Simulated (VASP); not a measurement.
A run of VASP 6.6.1 is set up as follows.

INCAR

```
SYSTEM = MgTiF4
PREC = Accurate
ENCUT = 520
EDIFF = 1E-6
ISMEAR = 0
SIGMA = 0.01
LREAL = .False.
LASPH = .True.
NELM = 60
ALGO = Normal
ISIF = 2
LWAVE = .False.
LCHARG = .False.
GGA = PE
NBANDS = 30
```

The input KPOINTS:

```
regular mesh
0
Gamma
  10 10 8
  0 0 0
```

Contents of POSCAR:

```
MgTiF4
1.0
    3.6030380000      0.0000000000      0.0000000000
    0.0000000000      3.6030380000      0.0000000000
    0.0000000000      0.0000000000      5.1133740000
Mg Ti F
1 1 4
Direct
    0.0000000000      0.0000000000      0.5000000000
    0.5000000000      0.5000000000      0.0000000000
    0.5000000000      0.0000000000      0.2552090000
    0.5000000000      0.0000000000      0.7447910000
    0.0000000000      0.5000000000      0.7447910000
    0.0000000000      0.5000000000      0.2552090000
```

Potentials or basis: VASP PAW PBE potentials, release 64 (Mg, Ti_sv, F).

Launch:

```sh
$ cat potpaw_PBE.64/Mg/POTCAR potpaw_PBE.64/Ti_sv/POTCAR potpaw_PBE.64/F/POTCAR > POTCAR
$ mpirun -np 1 vasp_std > vasp.out
```

(1) Predict the pressure.

(2) What does it give for the largest force?

## Answers

(1) -1.8 GPa.

(2) 0.400 eV/Å.

Caveat: the stress differs along the axes, from -4 to 2 GPa.
